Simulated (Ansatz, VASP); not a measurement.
## SrO in VASP and in Ansatz

Contents of INCAR:

```
PREC = Accurate ; ENCUT = 520
EDIFF = 1E-8 ; ISMEAR = -1
SIGMA = 0.02 ; LREAL = False
LASPH = True ; NELM = 100
ALGO = Normal ; ISIF = 2
LWAVE = False ; LCHARG = False
GGA = CA ; LEFG = True
NBANDS = 15
```

Contents of KPOINTS:

```
Automatic mesh
0
Gamma
  8 8 8
```

POSCAR

```
SrO
1.0
    0.0000000000      2.6468940000      2.5698000000
    2.6468940000      0.0000000000      2.5698000000
    2.6468940000      2.6468940000      0.0000000000
Sr O
1 1
Direct
    0.0000000000      0.0000000000      0.0000000000
    0.5000000000      0.5000000000      0.5000000000
```

Input for Ansatz:

```yaml
crystal:
  lattice:
    - [0.0, 2.646894, 2.5698]
    - [2.646894, 0.0, 2.5698]
    - [2.646894, 2.646894, 0.0]
  atoms:
    - { symbol: Sr, position: [0.0, 0.0, 0.0] }
    - { symbol: O, position: [0.5, 0.5, 0.5] }
kpoints:
  mp_grid: { grid: [8, 8, 8] }
scf:
  occupations: { method: fermi_dirac, width: 0.02 }
hamiltonian:
  xc: lda
  pseudopotentials: { kind: all_electron, datasets: crystal }
output:
  forces: true
  stress: true
  eigenvalues: true
  efg: { contact_densities: true }
```

Change from the starting cell: equal xx and yy strain of +3 %, crystal datasets.

Alike in both runs: task electric field gradients; functional LDA; k mesh 8 × 8 × 8; occupations fermi-dirac, width 0.02 eV; no spin polarisation.

|  | VASP | Ansatz |
| --- | --- | --- |
| version | VASP 6.6.1 | Ansatz 0.2.0 |
| potentials or method | VASP PAW LDA potentials, release 64 (Sr_sv, O), cutoff 520 eV | all-electron PAW with datasets made for the crystal, scalar-relativistic |

```tsv
	VASP	Ansatz	Ansatz less VASP
gap on the k mesh at the Fermi level (eV)	3.00	3.06	+0.053
pressure (GPa)	-7.8	-8.4	-0.53
traceless stress, the component that is largest in VASP (GPa)	1.85	1.71	-0.133
size of Vzz on the site where it differs most (V/Å²)	9.9	9.5	-0.46
```

LDA's correlation is that of Perdew and Zunger in VASP and of Perdew and Wang (1992) in Ansatz. Ansatz ran all-electron here, and VASP with PAW potentials.
